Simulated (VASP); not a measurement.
# AlMo3C (P-4m2) in VASP: notebook

AlMo3C is run at these levels: PBE; tasks: single point, relaxation of cell and atoms.

Everything below comes from runs of VASP 6.6.1. Logs are shortened: lines on timing, memory, paths and dates and some standing lists are left out, and cuts for length are marked.

## Step 1: The cell of the first run

The structure is tetragonal, space group P-4m2 (No. 115). The conventional cell has a = 2.964 Å, b = 2.964 Å, c = 8.207 Å, α = 90.00°, β = 90.00°, γ = 90.00°. Al (site symmetry -4m2) has 4 C at 2.10 Å and 4 Mo at 2.52 Å within 2.8 Å. Mo (site symmetry -4m2) has 8 Mo at 2.55 to 2.96 Å within 3.4 Å. Within 3.3 Å of Mo (site symmetry 2mm) lie 2 Al at 2.52 Å and 2 C at 2.52 Å and 6 Mo at 2.55 to 2.96 Å. Within 2.8 Å of C (site symmetry -4m2) lie 4 Al at 2.10 Å and 4 Mo at 2.52 Å.

The cell was generated, and may not be a known phase.

## Step 2: Single point, PBE

Input file INCAR:

```
PREC = Accurate ; ENCUT = 520
EDIFF = 1E-6 ; ISMEAR = 0
SIGMA = 0.1 ; LREAL = False
LASPH = True ; NELM = 80
ALGO = Normal ; ISIF = 2
LWAVE = False ; LCHARG = False
GGA = PE ; NBANDS = 32
```

Input file KPOINTS:

```
Automatic mesh
0
Gamma
  4 4 4
```

Input file POSCAR:

```
AlMo3C
1.0
    2.9635381967      0.0000000000      0.0000000000
    0.0000000000      2.9635381967      0.0000000000
    0.0000000000      0.0000000000      8.2074120244
Al Mo C
1 3 1
Direct
    0.0000000000      0.0000000000      0.0000000000
    0.0000000000      0.0000000000      0.5000000000
    0.0000000000      0.5000000000      0.7521630748
    0.5000000000      0.0000000000      0.2478369252
    0.5000000000      0.5000000000      0.0000000000
```

Potentials or basis: VASP PAW PBE potentials, release 64 (Al, Mo_sv, C).

The run is started by

```bash
$ cat potpaw_PBE.64/Al/POTCAR potpaw_PBE.64/Mo_sv/POTCAR potpaw_PBE.64/C/POTCAR > POTCAR
$ mpirun -np 1 vasp_std > vasp.out
```

OUTCAR:

```text
PREC = Accurate
   ENCUT = 520
   EDIFF = 1E-6
   ISMEAR = 0
   LREAL = False
   LASPH = True
   NELM = 80
   ISIF = 2
   GGA = PE

 ion  position               nearest neighbor table
   1  0.000  0.000  0.000-   5 2.10   5 2.10   5 2.10   5 2.10   4 2.52   4 2.52   3 2.52   3 2.52

   2  0.000  0.000  0.500-   3 2.55   4 2.55   3 2.55   4 2.55
   3  0.000  0.500  0.752-   1 2.52   5 2.52   1 2.52   5 2.52   2 2.55   2 2.55
   4  0.500  0.000  0.248-   1 2.52   5 2.52   5 2.52   1 2.52   2 2.55   2 2.55
   5  0.500  0.500  0.000-   1 2.10   1 2.10   1 2.10   1 2.10   4 2.52   4 2.52   3 2.52   3 2.52

  LATTYP: Found a simple tetragonal cell.
 ALAT       =     2.9635381967
 C/A-ratio  =     2.7694638907

  Lattice vectors:

 A1 = (   2.9635381967,   0.0000000000,   0.0000000000)
 A2 = (   0.0000000000,   2.9635381967,   0.0000000000)
 A3 = (   0.0000000000,   0.0000000000,   8.2074120244)

Analysis of symmetry for initial positions (statically):
=====================================================================
 Subroutine PRICEL returns:
 Original cell was already a primitive cell.

 Routine SETGRP: Setting up the symmetry group for a
 simple tetragonal supercell.

 Subroutine GETGRP returns: Found  8 space group operations
 (whereof  8 operations were pure point group operations)
 out of a pool of 16 trial point group operations.

The static configuration has the point symmetry D_2d.

Analysis of symmetry for dynamics (positions and initial velocities):
=====================================================================
 Subroutine PRICEL returns:
 Original cell was already a primitive cell.

 Routine SETGRP: Setting up the symmetry group for a
 simple tetragonal supercell.

 Subroutine GETGRP returns: Found  8 space group operations
 (whereof  8 operations were pure point group operations)
 out of a pool of 16 trial point group operations.

The dynamic configuration has the point symmetry D_2d.

 Subroutine INISYM returns: Found  8 space group operations
 (whereof  8 operations are pure point group operations),
 and found     1 'primitive' translations

----------------------------------------------------------------------------------------

                                     Primitive cell

  volume of cell :      72.0821

  direct lattice vectors                    reciprocal lattice vectors
     2.963538197  0.000000000  0.000000000     0.337434490  0.000000000  0.000000000
     0.000000000  2.963538197  0.000000000     0.000000000  0.337434490  0.000000000
     0.000000000  0.000000000  8.207412024     0.000000000  0.000000000  0.121841087

  length of vectors
     2.963538197  2.963538197  8.207412024     0.337434490  0.337434490  0.121841087

  position of ions in fractional coordinates (direct lattice)
     0.000000000  0.000000000  0.000000000
     0.000000000  0.000000000  0.500000000
     0.000000000  0.500000000  0.752163075
     0.500000000  0.000000000  0.247836925
     0.500000000  0.500000000  0.000000000

  ion indices of the primitive-cell ions
   primitive index   ion index
                 1           1
                 2           2
                 3           3
                 4           4
                 5           5

----------------------------------------------------------------------------------------

 KPOINTS: Automatic mesh

Automatic generation of k-mesh.
 Grid dimensions read from file:
 generate k-points for:    4    4    4

 Generating k-lattice:

  Cartesian coordinates                     Fractional coordinates (reciprocal lattice)
     0.084358623  0.000000000  0.000000000     0.250000000  0.000000000  0.000000000
     0.000000000  0.084358623  0.000000000     0.000000000  0.250000000  0.000000000
     0.000000000  0.000000000  0.030460272     0.000000000  0.000000000  0.250000000

  Length of vectors
     0.084358623  0.084358623  0.030460272

  Shift w.r.t. Gamma in fractional coordinates (k-lattice)
     0.000000000  0.000000000  0.000000000

 Subroutine IBZKPT returns following result:
 ===========================================

 Found     18 irreducible k-points:

 Following reciprocal coordinates:
            Coordinates               Weight
  0.000000  0.000000  0.000000      1.000000
  0.250000  0.000000  0.000000      4.000000
  0.500000  0.000000  0.000000      2.000000
  0.250000  0.250000  0.000000      4.000000
  0.500000  0.250000  0.000000      4.000000
  0.500000  0.500000  0.000000      1.000000
[... 10 lines left out ...]
  0.500000  0.250000  0.500000      4.000000
  0.500000  0.500000  0.500000      1.000000
   k-points           NKPTS =     18   k-points in BZ     NKDIM =     18   number of bands    NBANDS=     32
   number of dos      NEDOS =    301   number of ions     NIONS =      5
   total plane-waves  NPLWV =  36864
   dimension x,y,z NGX =    24 NGY =   24 NGZ =   64
   dimension x,y,z NGXF=    48 NGYF=   48 NGZF=  128
   ions per type =               1   3   1
   NGX,Y,Z   is equivalent  to a cutoff of  13.46, 13.46, 12.96 a.u.
   NGXF,Y,Z  is equivalent  to a cutoff of  26.93, 26.93, 25.93 a.u.
 SYSTEM =  unknown system
   PREC   = accura    normal or accurate (medium, high low for compatibility)
   ISTART =      0    job   : 0-new  1-cont  2-samecut
   ICHARG =      2    charge: 1-file 2-atom 10-const
   ISPIN  =      1    spin polarized calculation?
   LNONCOLLINEAR =      F non collinear calculations
   LSORBIT =      F    spin-orbit coupling
   LASPH  =      T    aspherical Exc in radial PAW
   ENCUT  =  520.0 eV  38.22 Ry    6.18 a.u.   5.51  5.51 15.26*2*pi/ulx,y,z
   NELM   =     80;   NELMIN=  2; NELMDL= -5     # of ELM steps
   EDIFF  = 0.1E-05   stopping-criterion for ELM
   LREAL  =      F    real-space projection
   EDIFFG = 0.1E-04   stopping-criterion for IOM
   NSW    =      0    number of steps for IOM
   IBRION =     -1    ionic relax: 0-MD 1-quasi-New 2-CG
   NFREE  =      0    steps in history (QN), initial steepest desc. (CG)
   ISIF   =      2    stress and relaxation
   ISYM   =      2    0-nonsym 1-usesym 2-fastsym
   POTIM  = 0.5000    time-step for ionic-motion
   TEBEG  =    0.0;   TEEND  =   0.0 temperature during run
   PSTRESS=    0.0 pullay stress
   NELECT =      49.0000    total number of electrons
   NUPDOWN=      -1.0000    fix difference up-down
   EMIN   =  10.00;   EMAX   =-10.00  energy-range for DOS
   EFERMI =   0.00;   METHOD = LEGACY
   ISMEAR =     0;   SIGMA  =   0.10  broadening in eV -4-tet -1-fermi 0-gaus
   EFERMI_NEDOS =   21; number of points for ismear=-14 and -15
   IALGO  =     38    algorithm
   IMIX   =      4    mixing-type and parameters
     AMIX     =   0.40;   BMIX     =  1.00
     AMIX_MAG =   1.60;   BMIX_MAG =  1.00
  volume/ion in A,a.u.               =      14.42        97.29
  Fermi-wavevector in a.u.,A,eV,Ry     =   1.439454  2.720173 28.191646  2.072028
  Thomas-Fermi vector in A             =   2.558308
   LORBIT       =      0    0 simple, 1 ext, 2 COOP (PROOUT), +10 PAW based schemes
   GGA     = PE    functional components
   LHFCALC =     F    Hartree Fock is set to
   AEXX    =    0.0000 exact exchange contribution
   IVDW    =     0    specifies the selected vdW correction
   LEPSILON=     F    determine dielectric tensor
   LRPA    =     F    only Hartree local field effects (RPA)
 non-spin polarized calculation
 Gauss-broadening in eV      SIGMA  =   0.10
  energy-cutoff  :      520.00
  volume of cell :       72.08
 maximum number of plane-waves:      1959
 NGX is ok and might be reduce to    24
   NGX = 11   NGY = 11   NGZ = 31

 number of electron      48.9999999 magnetization

 Free energy of the ion-electron system (eV)
  ---------------------------------------------------
  ext. energy  EPLUGINS =         0.00000000
  ---------------------------------------------------
  free energy    TOTEN  =       -41.90113268 eV

  energy without entropy =      -41.88733533  energy(sigma->0) =      -41.89423401

 E-fermi :  10.0828     XC(G=0): -12.3299

 val. band max:       10.0781490380   @ k =   0.2500   0.2500   0.5000
 cond. band min:      10.0848407714   @ k =   0.5000   0.5000   0.5000
 fundamental gap:      0.0066917334
 Fermi energy:        10.0828358528

 k-point     1 :       0.0000    0.0000    0.0000
  band No.  band energies     occupation
      1     -50.7877      2.00000
      2     -50.6354      2.00000
      3     -50.4468      2.00000
      4     -25.4882      2.00000
      5     -24.8067      2.00000
      6     -24.7154      2.00000
[... 24 lines left out ...]
     31      13.0389      0.00000
     32      13.3342      0.00000

 k-point     2 :       0.2500    0.0000    0.0000
  band No.  band energies     occupation
      1     -50.7433      2.00000
      2     -50.6132      2.00000
      3     -50.4483      2.00000
      4     -25.4414      2.00000
      5     -25.0823      2.00000
      6     -24.8047      2.00000
[... 24 lines left out ...]
     31      12.7985      0.00000
     32      13.5335      0.00000

 k-point     3 :       0.5000    0.0000    0.0000
  band No.  band energies     occupation
      1     -50.6944      2.00000
      2     -50.5903      2.00000
      3     -50.4548      2.00000
      4     -25.4340      2.00000
      5     -25.3155      2.00000
      6     -25.0097      2.00000
[... 24 lines left out ...]
     31      13.3581      0.00000
     32      14.3157      0.00000

 k-point     4 :       0.2500    0.2500    0.0000
  band No.  band energies     occupation
      1     -50.6953      2.00000
      2     -50.5917      2.00000
      3     -50.4536      2.00000
      4     -25.3950      2.00000
      5     -25.0752      2.00000
      6     -25.0074      2.00000
[... 444 lines left out ...]
     31      12.4937      0.00000
     32      14.3721      0.00000

 k-point    17 :       0.5000    0.2500    0.5000
  band No.  band energies     occupation
      1     -50.6392      2.00000
      2     -50.5693      2.00000
      3     -50.4676      2.00000
      4     -25.3860      2.00000
      5     -25.2748      2.00000
      6     -25.0194      2.00000
[... 24 lines left out ...]
     31      14.0003      0.00000
     32      14.4854      0.00000

 k-point    18 :       0.5000    0.5000    0.5000
  band No.  band energies     occupation
      1     -50.5482      2.00000
      2     -50.5482      2.00000
      3     -50.5158      2.00000
      4     -25.3745      2.00000
      5     -25.2315      2.00000
      6     -25.2315      2.00000
[... 24 lines left out ...]
     31      13.7403      0.00000
     32      13.8217      0.00000

------------------------ aborting loop because EDIFF is reached ----------------------------------------

  FORCE on cell =-STRESS in cart. coord.  units (eV):
  Direction    XX          YY          ZZ          XY          YZ          ZX
  --------------------------------------------------------------------------------------
  -------------------------------------------------------------------------------------
  Total        0.1437632      0.1437632      0.3726126      0.0000000      0.0000000      0.0000000
  in kB        3.1954417      3.1954417      8.2821061      0.0000000      0.0000000      0.0000000
  external PRESSURE =       4.8909965 kB  Pullay stress =       0.0000000 kB

 VOLUME and BASIS-vectors are now :
 -----------------------------------------------------------------------------
  energy-cutoff  :      520.00
  volume of cell :       72.08
      direct lattice vectors                 reciprocal lattice vectors
     2.963538197  0.000000000  0.000000000     0.337434490  0.000000000  0.000000000
     0.000000000  2.963538197  0.000000000     0.000000000  0.337434490  0.000000000
     0.000000000  0.000000000  8.207412024     0.000000000  0.000000000  0.121841087

 POSITION                                       TOTAL-FORCE (eV/Angst)
 -----------------------------------------------------------------------------------
      0.00000      0.00000      0.00000        -0.000000     -0.000000      0.000000
      0.00000      0.00000      4.10371         0.000000     -0.000000      0.000000
      0.00000      1.48177      6.17331        -0.000000     -0.000000      0.017962
      1.48177      0.00000      2.03410        -0.000000     -0.000000     -0.017962
      1.48177      1.48177      0.00000        -0.000000      0.000000      0.000000
 -----------------------------------------------------------------------------------
    total drift:                                0.000000      0.000000      0.000000

  FREE ENERGIE OF THE ION-ELECTRON SYSTEM (eV)
  ---------------------------------------------------
  free  energy   TOTEN  =       -41.9011326832 eV

  energy  without entropy=      -41.8873353291  energy(sigma->0) =      -41.89423401
```

Run time: 34 s. Hardware: 1 thread of Intel Xeon 8259CL, shared host; peak memory 0.2 GiB.

Results:

```
Free energy            : -41.9011 eV
Pressure               : 0.5 GPa
Largest force          : 0.018 eV/Å
Band gap on the k mesh : zero (an odd number of electrons rules out a gap without spin polarisation)
```

Forces on the atoms (eV/Å):
```
Al   0.000  0.000  0.000
Mo   0.000  0.000  0.000
Mo   0.000  0.000  0.018
Mo   0.000  0.000 -0.018
C    0.000  0.000  0.000
```

Caveat: the k points lie up to 0.53 Å⁻¹ apart, too coarse for converged energies and pressures of a metal.

## Step 3: Single point, PBE

This run uses another cell than the first one, of 14.37 Å³/atom.

Input file INCAR:

```
PREC = Accurate ; ENCUT = 520
EDIFF = 1E-6 ; ISMEAR = 0
SIGMA = 0.1 ; LREAL = False
LASPH = True ; NELM = 80
ALGO = Normal ; ISIF = 2
LWAVE = False ; LCHARG = True
GGA = PE ; LELF = True
LVHAR = True ; NBANDS = 32
```

Input file KPOINTS:

```
Automatic mesh
0
Gamma
  6 6 2
```

Input file POSCAR:

```
AlMo3C
1.0
    2.9381486240      0.0000000000      0.0000000000
    0.0000000000      2.9381486240      0.0000000000
    0.0000000000      0.0000000000      8.3214649657
Al Mo C
1 3 1
Direct
    0.0000000000      0.0000000000      0.0000000000
    0.0000000000      0.0000000000      0.5000000000
    0.0000000000      0.5000000000      0.7536628488
    0.5000000000      0.0000000000      0.2463371512
    0.5000000000      0.5000000000      0.0000000000
```

Potentials or basis: VASP PAW PBE potentials, release 64 (Al, Mo_sv, C).

The run is started by

```bash
$ cat potpaw_PBE.64/Al/POTCAR potpaw_PBE.64/Mo_sv/POTCAR potpaw_PBE.64/C/POTCAR > POTCAR
$ mpirun -np 1 vasp_std > vasp.out
```

Wall time 43 s (1 thread of Intel Xeon 8259CL, shared host); peak memory 0.2 GiB.

Results (log left out):

```yaml
Free_energy: -41.8464 eV
Pressure: 0.3 GPa
Largest_force: 0.016 eV/Å
Band_gap_on_the_k_mesh: zero (an odd number of electrons rules out a gap without spin polarisation)
```

Forces on the atoms (eV/Å):
```
Al   0.000  0.000  0.000
Mo   0.000  0.000  0.000
Mo   0.000  0.000  0.016
Mo   0.000  0.000 -0.016
C    0.000  0.000  0.000
```

Stress tensor (GPa, compression positive):
```
0.19 0.00 0.00
0.00 0.19 0.00
0.00 0.00 0.49
```

Levels at points of the mesh, in eV from the Fermi level:
```
           k point  band 22  band 23  band 24  band 25  band 26  band 27
(0.00, 0.00, 0.00)    -1.13    -1.05    -1.05     0.44     1.28     1.82
(0.50, 0.00, 0.00)    -0.90    -0.62    -0.52    -0.26     0.53     1.37
(0.50, 0.50, 0.00)    -0.70    -0.70    -0.43     1.67     1.93     2.06
(0.00, 0.00, 0.50)    -2.06    -0.33    -0.33     0.41     1.03     1.03
(0.50, 0.00, 0.50)    -1.12    -0.86    -0.13     0.30     0.44     0.72
(0.50, 0.50, 0.50)    -1.61    -1.61    -0.06     0.98     2.67     3.02
```

Caveat: the k points lie up to 0.38 Å⁻¹ apart, too coarse for converged energies and pressures of a metal.

(Continued in part 2 of 2.)

The gap in the log of VASP goes by the Fermi energy; the results here count the filled bands.